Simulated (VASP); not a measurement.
Write the native input for VASP 6.6.1 that does the following.

```
Task                   : single point
Functional             : PBE
Dispersion             : D3(BJ)
Potentials or basis    : VASP PAW PBE potentials, release 64 (Mo_sv, S)
Cutoff                 : 520 eV
k mesh                 : 14 × 14 × 3
Occupations            : gaussian, width 0.15 eV
Spin                   : no spin polarisation
Dipole correction      : no
Further INCAR settings : ALGO = Fast; EDIFF = 1e-07; NBANDS = 49
```

The structure of MoS2 lies in POSCAR:

```
MoS2
1.0
   -1.5671157456     -2.7143240927      0.0000000000
    1.5671157456     -2.7143240927      0.0000000000
    0.0000000000     -1.3571620464     21.0649660373
Mo S
3 6
Direct
    0.8233112574      0.8233112574      0.7067549704
    0.2979927579      0.2979927579      0.1413623019
    0.5606520076      0.5606520076      0.4240586361
    0.8749661434      0.8749661434      0.5001354265
    0.1376253932      0.1376253932      0.7828317607
    0.6123068936      0.6123068936      0.2174390923
    0.9836786221      0.9836786221      0.0652855116
    0.2463378719      0.2463378719      0.3479818458
    0.5089971217      0.5089971217      0.6306781800
```

This cell differs from its parent crystal: the part above a cut slid along it.

The input as run:

INCAR

```
PREC = Accurate
ENCUT = 520
EDIFF = 1E-7
ISMEAR = 0
SIGMA = 0.15
LREAL = F
LASPH = T
NELM = 80
ALGO = Fast
ISIF = 2
LWAVE = F
LCHARG = F
GGA = PE
IVDW = 12
NBANDS = 49
```

KPOINTS

```
regular mesh
0
Gamma
  14 14 3
```

Potentials or basis: VASP PAW PBE potentials, release 64 (Mo_sv, S).

The run is started by

```sh
$ cat potpaw_PBE.64/Mo_sv/POTCAR potpaw_PBE.64/S/POTCAR > POTCAR
$ mpirun -np 1 vasp_std > vasp.out
```

Results of the run:

| Item | Value |
| --- | --- |
| Pressure | 0.0 GPa |
| Largest force | 0.071 eV/Å |
| Band gap on the k mesh | zero (bands 39 and 40 overlap by 0.46 eV) |
| Dispersion energy per atom | -0.411 eV |

Caveat: the cell differs from its parent crystal (the part above a cut slid along it).

It took 78 min on 1 thread of Oxide Virtual Turin-like Processor (shared host), peak memory 1 GiB.
